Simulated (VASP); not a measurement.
# B (R-3m) in VASP: relaxation of cell and atoms with PBEsol

Aim: the relaxation of cell and atoms of B with PBEsol.

Program: VASP 6.6.1. These are calculated values, not measurements. Logs are shortened: lines on timing, memory, paths and dates and some standing lists are left out, and cuts for length are marked.

### 1 The cell of the first run

It takes space group R-3m (No. 166, trigonal). Conventional cell: a = 4.899 Å, b = 4.899 Å, c = 12.546 Å, α = 90.00°, β = 90.00°, γ = 120.00°. Within 2.2 Å of B (site symmetry m) lie 6 B at 1.67 to 1.80 Å. B (site symmetry m) has 7 B at 1.78 to 2.01 Å within 2.4 Å.

### 2 Relaxation of cell and atoms, PBEsol

Contents of INCAR:

```
ALGO     = Normal         # electronic algorithm
EDIFF    = 1E-7           # SCF threshold, eV
EDIFFG   = -0.005         # ionic threshold
ENCUT    = 600            # plane-wave cutoff, eV
GGA      = PS             # functional
IBRION   = 2              # ionic algorithm
ISIF     = 3              # what is computed and relaxed
ISMEAR   = 0              # smearing method
LASPH    = T              # aspherical terms in the spheres
LCHARG   = F              # write CHGCAR
LREAL    = F              # projectors in reciprocal space
LWAVE    = F              # write WAVECAR
NELM     = 100            # most SCF steps
NSW      = 70             # ionic steps
PREC     = Accurate       # precision mode
SIGMA    = 0.02           # smearing width, eV
```

Contents of KPOINTS:

```
k-points
0
Gamma
  9 9 9
```

Contents of POSCAR:

```
B
1.0
    2.4494680329      1.4142010281      4.1820433464
   -2.4494680329      1.4142010281      4.1820433464
    0.0000000000     -2.8284020563      4.1820433464
B
12
Direct
    0.0102686551      0.6540774957      0.0102686551
    0.0102686551      0.0102686551      0.6540774957
    0.6540774957      0.0102686551      0.0102686551
    0.9897313449      0.3459225043      0.9897313449
    0.3459225043      0.9897313449      0.9897313449
    0.9897313449      0.9897313449      0.3459225043
    0.2210253654      0.6306274460      0.2210253654
    0.2210253654      0.2210253654      0.6306274460
    0.6306274460      0.2210253654      0.2210253654
    0.7789746346      0.3693725540      0.7789746346
    0.3693725540      0.7789746346      0.7789746346
    0.7789746346      0.7789746346      0.3693725540
```

Potentials or basis: VASP PAW PBE potentials, release 64 (B).

Command:

```sh
$ cat potpaw_PBE.64/B/POTCAR > POTCAR
$ mpirun -np 1 vasp_std > vasp.out
```

OUTCAR:

```text
EDIFF = 1E-7
   EDIFFG = -0.005
   ENCUT = 600
   GGA = PS
   IBRION = 2
   ISIF = 3
   ISMEAR = 0
   LASPH = T
   LREAL = F
   NELM = 100
   NSW = 70
   PREC = Accurate

 ion  position               nearest neighbor table
   1  0.010  0.654  0.010-   4 1.67   2 1.74   3 1.74   7 1.79  11 1.80  12 1.80
   2  0.010  0.010  0.654-   6 1.67   3 1.74   1 1.74   8 1.79  10 1.80  11 1.80
   3  0.654  0.010  0.010-   5 1.67   2 1.74   1 1.74   9 1.79  10 1.80  12 1.80
   4  0.990  0.346  0.990-   1 1.67   6 1.74   5 1.74  10 1.79   9 1.80   8 1.80
   5  0.346  0.990  0.990-   3 1.67   6 1.74   4 1.74  11 1.79   7 1.80   8 1.80
   6  0.990  0.990  0.346-   2 1.67   4 1.74   5 1.74  12 1.79   9 1.80   7 1.80
   7  0.221  0.631  0.221-  11 1.78  12 1.78   1 1.79   5 1.80   6 1.80   8 2.01   9 2.01
   8  0.221  0.221  0.631-  10 1.78  11 1.78   2 1.79   4 1.80   5 1.80   7 2.01   9 2.01
   9  0.631  0.221  0.221-  10 1.78  12 1.78   3 1.79   4 1.80   6 1.80   8 2.01   7 2.01
  10  0.779  0.369  0.779-   9 1.78   8 1.78   4 1.79   3 1.80   2 1.80  12 2.01  11 2.01
  11  0.369  0.779  0.779-   7 1.78   8 1.78   5 1.79   1 1.80   2 1.80  12 2.01  10 2.01
  12  0.779  0.779  0.369-   7 1.78   9 1.78   6 1.79   3 1.80   1 1.80  10 2.01  11 2.01

  LATTYP: Found a trigonal (rhomboedric) cell.
 ALAT       =     5.0486973313
 COS(alpha) =     0.5292233908

  Lattice vectors:

 A1 = (   2.4494680329,   1.4142010281,   4.1820433464)
 A2 = (  -2.4494680329,   1.4142010281,   4.1820433464)
 A3 = (   0.0000000000,  -2.8284020563,   4.1820433464)

Analysis of symmetry for initial positions (statically):
=====================================================================
 Subroutine PRICEL returns:
 Original cell was already a primitive cell.

 Routine SETGRP: Setting up the symmetry group for a
 trigonal (rhombohedral) supercell.

 Subroutine GETGRP returns: Found 12 space group operations
 (whereof 12 operations were pure point group operations)
 out of a pool of 12 trial point group operations.

The static configuration has the point symmetry D_3d.

Analysis of symmetry for dynamics (positions and initial velocities):
=====================================================================
 Subroutine PRICEL returns:
 Original cell was already a primitive cell.

 Routine SETGRP: Setting up the symmetry group for a
 trigonal (rhombohedral) supercell.

 Subroutine GETGRP returns: Found 12 space group operations
 (whereof 12 operations were pure point group operations)
 out of a pool of 12 trial point group operations.

The dynamic configuration has the point symmetry D_3d.

[... 123 lines left out ...]
   NFREE  =      1    steps in history (QN), initial steepest desc. (CG)
   ISIF   =      3    stress and relaxation
   ISYM   =      2    0-nonsym 1-usesym 2-fastsym
   POTIM  = 0.5000    time-step for ionic-motion
   TEBEG  =    0.0;   TEEND  =   0.0 temperature during run
   PSTRESS=    0.0 pullay stress
   NELECT =      36.0000    total number of electrons
   NUPDOWN=      -1.0000    fix difference up-down
   EMIN   =  10.00;   EMAX   =-10.00  energy-range for DOS
   EFERMI =   0.00;   METHOD = LEGACY
   ISMEAR =     0;   SIGMA  =   0.02  broadening in eV -4-tet -1-fermi 0-gaus
   EFERMI_NEDOS =   21; number of points for ismear=-14 and -15
   IALGO  =     38    algorithm
   IMIX   =      4    mixing-type and parameters
     AMIX     =   0.40;   BMIX     =  1.00
     AMIX_MAG =   1.60;   BMIX_MAG =  1.00
  volume/ion in A,a.u.               =       7.24        48.88
  Fermi-wavevector in a.u.,A,eV,Ry     =   1.220304  2.306041 20.261011  1.489142
  Thomas-Fermi vector in A             =   2.355526
   LORBIT       =      0    0 simple, 1 ext, 2 COOP (PROOUT), +10 PAW based schemes
   GGA     = PS    functional components
   LHFCALC =     F    Hartree Fock is set to
   AEXX    =    0.0000 exact exchange contribution
   IVDW    =     0    specifies the selected vdW correction
   LEPSILON=     F    determine dielectric tensor
   LRPA    =     F    only Hartree local field effects (RPA)
 conjugate gradient relaxation of ions
 non-spin polarized calculation
 Gauss-broadening in eV      SIGMA  =   0.02
  energy-cutoff  :      600.00
  volume of cell :       86.92
 maximum number of plane-waves:      2935
   NGX = 21   NGY = 21   NGZ = 21

--------------------------------------- Ionic step        1  -------------------------------------------

 number of electron      36.0000000 magnetization

 Free energy of the ion-electron system (eV)
  ---------------------------------------------------
  ext. energy  EPLUGINS =         0.00000000
  ---------------------------------------------------
  free energy    TOTEN  =       -84.47539019 eV

  energy without entropy =      -84.47539019  energy(sigma->0) =      -84.47539019

------------------------ aborting loop because EDIFF is reached ----------------------------------------

  FORCE on cell =-STRESS in cart. coord.  units (eV):
  Direction    XX          YY          ZZ          XY          YZ          ZX
  --------------------------------------------------------------------------------------
  -------------------------------------------------------------------------------------
  Total       -1.2880870     -1.2880870     -1.2761976      0.0000000      0.0000000      0.0000000
  in kB      -23.7428624    -23.7428624    -23.5237090      0.0000000      0.0000000      0.0000000
  external PRESSURE =     -23.6698113 kB  Pullay stress =       0.0000000 kB
[... 309 lines left out ...]
--------------------------------------- Ionic step        8  -------------------------------------------

 number of electron      36.0000000 magnetization

 Free energy of the ion-electron system (eV)
  ---------------------------------------------------
  ext. energy  EPLUGINS =         0.00000000
  ---------------------------------------------------
  free energy    TOTEN  =       -84.48391913 eV

  energy without entropy =      -84.48391913  energy(sigma->0) =      -84.48391913

 E-fermi :   6.1854     XC(G=0): -11.7136

 val. band max:        6.0334368427   @ k =   0.4444   0.4444   0.4444
 cond. band min:       7.3714553518   @ k =   0.0000   0.0000   0.0000
 fundamental gap:      1.3380185091
 Fermi energy:         6.1854444018

 k-point     1 :       0.0000    0.0000    0.0000
  band No.  band energies     occupation
      1     -10.2870      2.00000
      2      -4.4720      2.00000
      3      -4.2148      2.00000
      4      -4.2148      2.00000
      5      -3.2592      2.00000
      6      -2.5679      2.00000
[... 661 lines left out ...]
     24      11.5297      0.00000
     25      11.9057      0.00000

 [... further k-points ...]
[... 5 lines left out ...]
  --------------------------------------------------------------------------------------
  -------------------------------------------------------------------------------------
  Total       -0.0016441     -0.0016441     -0.0007248      0.0000000      0.0000000      0.0000000
  in kB       -0.0306656     -0.0306656     -0.0135194      0.0000000      0.0000000      0.0000000
  external PRESSURE =      -0.0249502 kB  Pullay stress =       0.0000000 kB
[... 27 lines left out ...]
  FREE ENERGIE OF THE ION-ELECTRON SYSTEM (eV)
  ---------------------------------------------------
  free  energy   TOTEN  =       -84.4839191285 eV

  energy  without entropy=      -84.4839191285  energy(sigma->0) =      -84.48391913

 reached required accuracy - stopping structural energy minimisation
```

CONTCAR:

```text
B
   1.00000000000000
     2.4390134849192977    1.4081650920097575    4.1683666766316332
    -2.4390134849192977    1.4081650920097575    4.1683666766316332
    -0.0000000000000000   -2.8163301841187613    4.1683666766315222
  B
    12
Direct
     0.0106462084826410    0.6537229381088906    0.0106462084826410
     0.0106462084826410    0.0106462084826410    0.6537229381088906
     0.6537229381088906    0.0106462084826410    0.0106462084826410
     0.9893537915173591    0.3462770618911093    0.9893537915173591
     0.3462770618911093    0.9893537915173591    0.9893537915173591
     0.9893537915173591    0.9893537915173591    0.3462770618911094
     0.2216831526183306    0.6296624005202255    0.2216831526183305
     0.2216831526183306    0.2216831526183306    0.6296624005202255
     0.6296624005202255    0.2216831526183306    0.2216831526183305
     0.7783168473816695    0.3703375994797743    0.7783168473816695
     0.3703375994797743    0.7783168473816695    0.7783168473816695
     0.7783168473816695    0.7783168473816695    0.3703375994797743

  0.00000000E+00  0.00000000E+00  0.00000000E+00
  0.00000000E+00  0.00000000E+00  0.00000000E+00
  0.00000000E+00  0.00000000E+00  0.00000000E+00
  0.00000000E+00  0.00000000E+00  0.00000000E+00
  0.00000000E+00  0.00000000E+00  0.00000000E+00
  0.00000000E+00  0.00000000E+00  0.00000000E+00
  0.00000000E+00  0.00000000E+00  0.00000000E+00
  0.00000000E+00  0.00000000E+00  0.00000000E+00
  0.00000000E+00  0.00000000E+00  0.00000000E+00
  0.00000000E+00  0.00000000E+00  0.00000000E+00
  0.00000000E+00  0.00000000E+00  0.00000000E+00
  0.00000000E+00  0.00000000E+00  0.00000000E+00
```

Run time: 28 min. Hardware: 1 thread of Intel Xeon 8259CL, shared host; peak memory 0.34 GiB.

Results:

```
Free energy                           : -84.4839 eV
Relaxed volume                        : 7.16 Å³/atom
Relaxed cell                          : a = 5.031 Å, b = 5.031 Å, c = 5.031 Å, α = 58.00°, β = 58.00°, γ = 58.00°
Space group after relaxing (to 0.1 Å) : R-3m (No. 166)
Energy gained by relaxing             : 0.7 meV/atom
Ionic steps                           : 8
Pressure after relaxing               : 0.0 GPa
Band gap on the k mesh                : 1.34 eV (least direct gap 1.66 eV)
```

Forces on the atoms (eV/Å):
```
B   -0.002  0.001  0.000
B    0.000 -0.002  0.000
B    0.002  0.001  0.000
B    0.002 -0.001  0.000
B   -0.002 -0.001  0.000
B    0.000  0.002  0.000
B    0.001 -0.001 -0.001
B    0.000  0.001 -0.001
B   -0.001 -0.001 -0.001
B   -0.001  0.001  0.001
B    0.001  0.001  0.001
B    0.000 -0.001  0.001
```

The path:
```
step  energy change (eV)  largest force (eV/Å)  pressure (GPa)  volume (Å³)
   1              0.0000                0.0447           -2.37        86.92
   2             -0.0062                0.1069            1.19        85.58
   3             -0.0074                0.0889            0.14        85.97
   4             -0.0082                0.0584            0.01        85.85
   5             -0.0084                0.0286            0.05        85.89
   6             -0.0085                0.0270           -0.04        85.90
   7             -0.0085                0.0099            0.00        85.90
   8             -0.0085                0.0021            0.00        85.90
```

Final structure:
```
B
1.0
     2.43901    1.40817    4.16837
    -2.43901    1.40817    4.16837
     0.00000   -2.81633    4.16837
B
12
Direct
  0.01065 0.65372 0.01065
  0.01065 0.01065 0.65372
  0.65372 0.01065 0.01065
  0.98935 0.34628 0.98935
  0.34628 0.98935 0.98935
  0.98935 0.98935 0.34628
  0.22168 0.62966 0.22168
  0.22168 0.22168 0.62966
  0.62966 0.22168 0.22168
  0.77832 0.37034 0.77832
  0.37034 0.77832 0.77832
  0.77832 0.77832 0.37034
```

Levels at points of the mesh, in eV from the valence-band top:
```tsv
k point	band 15	band 16	band 17	band 18	band 19	band 20	band 21	band 22
(0.00, 0.00, 0.00)	-1.48	-0.86	-0.86	-0.35	1.34	4.54	4.54	4.69
```

Caveat: the PAW data sets were made with another functional, which shifts forces and pressure a little. A k mesh can miss the band edges.
